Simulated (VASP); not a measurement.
# InSb in VASP: single point with PBE

Aim: the single point of InSb with PBE.

All numbers are computed with VASP 6.6.1; they aren't measurements. Logs are shortened: lines on timing, memory, paths and dates and some standing lists are left out, and cuts for length are marked.

## (1) The cell of the first run

The cell holds a wire or tube with vacuum around it, 4 atoms: a = 11.700 Å, b = 9.300 Å, c = 5.171 Å, α = 90.00°, β = 90.00°, γ = 90.00°.

## (2) Single point, PBE, collinear spin

File INCAR:

```
ALGO = Normal ; EDIFF = 1E-7
ENCUT = 520 ; GGA = PE
ISIF = 2 ; ISMEAR = 0
ISPIN = 2 ; LASPH = T
LCHARG = F ; LORBIT = 11
LREAL = F ; LWAVE = F
MAGMOM = 0.5 0.5 0.5 0.5 ; NBANDS = 30
NELM = 150 ; PREC = Accurate
SIGMA = 0.05
```

File KPOINTS:

```
k-points
0
Gamma
  1 1 13
```

File POSCAR:

```
InSb
1.0
   11.7000000000      0.0000000000      0.0000000000
    0.0000000000      9.3000000000      0.0000000000
    0.0000000000      0.0000000000      5.1713537694
In Sb
2 2
Direct
    0.3839760372      0.5000000000      0.0000000000
    0.6160239628      0.5000000000      0.5000000000
    0.3839760372      0.5000000000      0.5000000000
    0.6160239628      0.5000000000      0.0000000000
```

Potentials or basis: VASP PAW PBE potentials, release 64 (In_d, Sb).

Started as:

```
> cat potpaw_PBE.64/In_d/POTCAR potpaw_PBE.64/Sb/POTCAR > POTCAR
> mpirun -np 1 vasp_std > vasp.out
```

OUTCAR:

```text
EDIFF = 1E-7
   ENCUT = 520
   GGA = PE
   ISIF = 2
   ISMEAR = 0
   ISPIN = 2
   LASPH = T
   LORBIT = 11
   LREAL = F
   NELM = 150
   PREC = Accurate

 ion  position               nearest neighbor table
   1  0.384  0.500  0.000-   3 2.59   3 2.59   4 2.71   2 3.75   2 3.75
   2  0.616  0.500  0.500-   4 2.59   4 2.59   3 2.71   1 3.75   1 3.75
   3  0.384  0.500  0.500-   1 2.59   1 2.59   2 2.71   4 3.75   4 3.75
   4  0.616  0.500  0.000-   2 2.59   2 2.59   1 2.71   3 3.75   3 3.75

  LATTYP: Found a simple orthorhombic cell.
 ALAT       =     5.1713537694
 B/A-ratio  =     1.7983685539
 C/A-ratio  =     2.2624636646

  Lattice vectors:

 A1 = (   0.0000000000,   0.0000000000,  -5.1713537694)
 A2 = (   0.0000000000,   9.3000000000,   0.0000000000)
 A3 = (  11.7000000000,   0.0000000000,   0.0000000000)

Analysis of symmetry for initial positions (statically):
=====================================================================
 Subroutine PRICEL returns:
 Original cell was already a primitive cell.

 Routine SETGRP: Setting up the symmetry group for a
 simple orthorhombic supercell.

 Subroutine GETGRP returns: Found  8 space group operations
 (whereof  4 operations were pure point group operations)
 out of a pool of  8 trial point group operations.

The static configuration has the point symmetry C_2v.
 The point group associated with its full space group is D_2h.

Analysis of symmetry for dynamics (positions and initial velocities):
=====================================================================
 Subroutine PRICEL returns:
 Original cell was already a primitive cell.

 Routine SETGRP: Setting up the symmetry group for a
 simple orthorhombic supercell.

 Subroutine GETGRP returns: Found  8 space group operations
 (whereof  4 operations were pure point group operations)
 out of a pool of  8 trial point group operations.

The dynamic configuration has the point symmetry C_2v.
 The point group associated with its full space group is D_2h.

Analysis of structural, dynamic, and magnetic symmetry:
=====================================================================
 Subroutine PRICEL returns:
 Original cell was already a primitive cell.

 Routine SETGRP: Setting up the symmetry group for a
 simple orthorhombic supercell.

 Subroutine GETGRP returns: Found  8 space group operations
 (whereof  4 operations were pure point group operations)
 out of a pool of  8 trial point group operations.

The overall configuration has the point symmetry C_2v.
 The point group associated with its full space group is D_2h.

 Subroutine INISYM returns: Found  8 space group operations
 (whereof  4 operations are pure point group operations),
 and found     1 'primitive' translations

----------------------------------------------------------------------------------------

                                     Primitive cell

  volume of cell :     562.6950

  direct lattice vectors                    reciprocal lattice vectors
    11.700000000  0.000000000  0.000000000     0.085470085  0.000000000  0.000000000
     0.000000000  9.300000000  0.000000000     0.000000000  0.107526882  0.000000000
     0.000000000  0.000000000  5.171353769     0.000000000  0.000000000  0.193372963

  length of vectors
    11.700000000  9.300000000  5.171353769     0.085470085  0.107526882  0.193372963

  position of ions in fractional coordinates (direct lattice)
     0.383976037  0.500000000  0.000000000
     0.616023963  0.500000000  0.500000000
     0.383976037  0.500000000  0.500000000
     0.616023963  0.500000000  0.000000000

  ion indices of the primitive-cell ions
   primitive index   ion index
                 1           1
                 2           2
                 3           3
                 4           4

----------------------------------------------------------------------------------------

 KPOINTS: k-points

Automatic generation of k-mesh.
 Grid dimensions read from file:
 generate k-points for:    1    1   13

 Generating k-lattice:

  Cartesian coordinates                     Fractional coordinates (reciprocal lattice)
     0.085470085  0.000000000  0.000000000     1.000000000  0.000000000  0.000000000
     0.000000000  0.107526882  0.000000000     0.000000000  1.000000000  0.000000000
     0.000000000  0.000000000  0.014874843     0.000000000  0.000000000  0.076923077

  Length of vectors
     0.085470085  0.107526882  0.014874843

  Shift w.r.t. Gamma in fractional coordinates (k-lattice)
     0.000000000  0.000000000  0.000000000

 Subroutine IBZKPT returns following result:
 ===========================================

 Found      7 irreducible k-points:

 Following reciprocal coordinates:
            Coordinates               Weight
  0.000000  0.000000  0.000000      1.000000
  0.000000  0.000000  0.076923      2.000000
  0.000000  0.000000  0.153846      2.000000
  0.000000  0.000000  0.230769      2.000000
  0.000000  0.000000  0.307692      2.000000
  0.000000  0.000000  0.384615      2.000000
  0.000000  0.000000  0.461538      2.000000
   k-points           NKPTS =      7   k-points in BZ     NKDIM =      7   number of bands    NBANDS=     30
   number of dos      NEDOS =    301   number of ions     NIONS =      4
   total plane-waves  NPLWV = 252000
   dimension x,y,z NGX =    90 NGY =   70 NGZ =   40
   dimension x,y,z NGXF=   180 NGYF=  140 NGZF=   80
   ions per type =               2   2
   NGX,Y,Z   is equivalent  to a cutoff of  12.79, 12.51, 12.86 a.u.
   NGXF,Y,Z  is equivalent  to a cutoff of  25.58, 25.03, 25.72 a.u.
 SYSTEM =  unknown system
   PREC   = accura    normal or accurate (medium, high low for compatibility)
   ISTART =      0    job   : 0-new  1-cont  2-samecut
   ICHARG =      2    charge: 1-file 2-atom 10-const
   ISPIN  =      2    spin polarized calculation?
   LNONCOLLINEAR =      F non collinear calculations
   LSORBIT =      F    spin-orbit coupling
   LASPH  =      T    aspherical Exc in radial PAW
   ENCUT  =  520.0 eV  38.22 Ry    6.18 a.u.  21.75 17.29  9.62*2*pi/ulx,y,z
   NELM   =    150;   NELMIN=  2; NELMDL= -5     # of ELM steps
   EDIFF  = 0.1E-06   stopping-criterion for ELM
   LREAL  =      F    real-space projection
   EDIFFG = 0.1E-05   stopping-criterion for IOM
   NSW    =      0    number of steps for IOM
   IBRION =     -1    ionic relax: 0-MD 1-quasi-New 2-CG
   NFREE  =      0    steps in history (QN), initial steepest desc. (CG)
   ISIF   =      2    stress and relaxation
   ISYM   =      2    0-nonsym 1-usesym 2-fastsym
   POTIM  = 0.5000    time-step for ionic-motion
   TEBEG  =    0.0;   TEEND  =   0.0 temperature during run
   PSTRESS=    0.0 pullay stress
   NELECT =      36.0000    total number of electrons
   NUPDOWN=      -1.0000    fix difference up-down
   EMIN   =  10.00;   EMAX   =-10.00  energy-range for DOS
   EFERMI =   0.00;   METHOD = LEGACY
   ISMEAR =     0;   SIGMA  =   0.05  broadening in eV -4-tet -1-fermi 0-gaus
   EFERMI_NEDOS =   21; number of points for ismear=-14 and -15
   IALGO  =     38    algorithm
   IMIX   =      4    mixing-type and parameters
     AMIX     =   0.40;   BMIX     =  1.00
     AMIX_MAG =   1.60;   BMIX_MAG =  1.00
  volume/ion in A,a.u.               =     140.67       949.31
  Fermi-wavevector in a.u.,A,eV,Ry     =   0.654764  1.237324  5.833030  0.428716
  Thomas-Fermi vector in A             =   1.725426
   LORBIT       =     11    0 simple, 1 ext, 2 COOP (PROOUT), +10 PAW based schemes
   GGA     = PE    functional components
   LHFCALC =     F    Hartree Fock is set to
   AEXX    =    0.0000 exact exchange contribution
   IVDW    =     0    specifies the selected vdW correction
   LEPSILON=     F    determine dielectric tensor
   LRPA    =     F    only Hartree local field effects (RPA)
 spin polarized calculation
 Gauss-broadening in eV      SIGMA  =   0.05
  energy-cutoff  :      520.00
  volume of cell :      562.70
 maximum number of plane-waves:     15185
 NGX is ok and might be reduce to    90
   NGX = 43   NGY = 35   NGZ = 19

 number of electron      36.0000006 magnetization       0.4603360

 Free energy of the ion-electron system (eV)
  ---------------------------------------------------
  ext. energy  EPLUGINS =         0.00000000
  ---------------------------------------------------
  free energy    TOTEN  =        -9.89304761 eV

  energy without entropy =       -9.88811074  energy(sigma->0) =       -9.89057918

 E-fermi :  -2.3107     XC(G=0):  -3.1161

 val. band max:       -2.3341442537   @ k =   0.0000   0.0000   0.3077
 cond. band min:      -2.2865648775   @ k =   0.0000   0.0000   0.3846
 fundamental gap:      0.0475793762
 Fermi energy:        -2.3107437605

 spin component 1

 k-point     1 :       0.0000    0.0000    0.0000
  band No.  band energies     occupation
      1     -17.2688      1.00000
      2     -17.1558      1.00000
      3     -16.8881      1.00000
      4     -16.8733      1.00000
      5     -16.8535      1.00000
      6     -16.8432      1.00000
[... 220 lines left out ...]
     29       3.7196      0.00000
     30       3.7260      0.00000
 Fermi energy:        -2.3107437605

 spin component 2

 k-point     1 :       0.0000    0.0000    0.0000
  band No.  band energies     occupation
      1     -17.2627      1.00000
      2     -17.1531      1.00000
      3     -16.8890      1.00000
      4     -16.8704      1.00000
      5     -16.8507      1.00000
      6     -16.8430      1.00000
[... 220 lines left out ...]
     29       3.7798      0.00000
     30       3.7824      0.00000

------------------------ aborting loop because EDIFF is reached ----------------------------------------

  FORCE on cell =-STRESS in cart. coord.  units (eV):
  Direction    XX          YY          ZZ          XY          YZ          ZX
  --------------------------------------------------------------------------------------
  -------------------------------------------------------------------------------------
  Total        6.0759530      0.0843002     20.3754725      0.0000000      0.0000000      0.0000000
  in kB       17.3002322      0.2400304     58.0156566      0.0000000      0.0000000      0.0000000
  external PRESSURE =      25.1853064 kB  Pullay stress =       0.0000000 kB

 VOLUME and BASIS-vectors are now :
 -----------------------------------------------------------------------------
  energy-cutoff  :      520.00
  volume of cell :      562.70
      direct lattice vectors                 reciprocal lattice vectors
    11.700000000  0.000000000  0.000000000     0.085470085  0.000000000  0.000000000
     0.000000000  9.300000000  0.000000000     0.000000000  0.107526882  0.000000000
     0.000000000  0.000000000  5.171353769     0.000000000  0.000000000  0.193372963

 POSITION                                       TOTAL-FORCE (eV/Angst)
 -----------------------------------------------------------------------------------
      4.49252      4.65000      0.00000        -1.042598      0.000000      0.000000
      7.20748      4.65000      2.58568         1.042598      0.000000      0.000000
      4.49252      4.65000      2.58568        -1.227232      0.000000      0.000000
      7.20748      4.65000      0.00000         1.227232      0.000000      0.000000
 -----------------------------------------------------------------------------------
    total drift:                               -0.000000      0.000000     -0.000000

  FREE ENERGIE OF THE ION-ELECTRON SYSTEM (eV)
  ---------------------------------------------------
  free  energy   TOTEN  =        -9.8930476075 eV

  energy  without entropy=       -9.8881107444  energy(sigma->0) =       -9.89057918

 total charge

# of ion       s       p       d       tot
------------------------------------------
    1        0.981   0.682   9.874  11.537
    2        0.981   0.682   9.874  11.537
    3        1.174   1.337   0.027   2.538
    4        1.174   1.337   0.027   2.538
--------------------------------------------------
tot          4.310   4.038  19.803  28.151

 magnetization (x)

# of ion       s       p       d       tot
------------------------------------------
    1       -0.003  -0.005   0.004  -0.003
    2       -0.003  -0.005   0.004  -0.003
    3        0.001   0.089  -0.000   0.090
    4        0.001   0.089  -0.000   0.090
--------------------------------------------------
tot         -0.004   0.169   0.009   0.174
```

Run time: 13 min. Hardware: 1 thread of Intel Xeon 8259CL, shared host; peak memory 0.82 GiB.

What came out:

| Quantity | Value |
| --- | --- |
| Free energy | -9.8930 eV |
| Largest force | 1.227 eV/Å |
| Net moment | 0.46 μB per cell |
| Site moments | In -0.00; Sb +0.09 μB |
| Valence electrons inside the program's atomic spheres | In 11.54; Sb 2.54 |

Forces in eV/Å, atoms in the order of the input:
```
In  -1.043  0.000  0.000
In   1.043  0.000  0.000
Sb  -1.227  0.000  0.000
Sb   1.227  0.000  0.000
```

Caveat: a moment this small can come from the mesh or the smearing; spin-orbit coupling is left out, which moves the levels of the heavy elements.
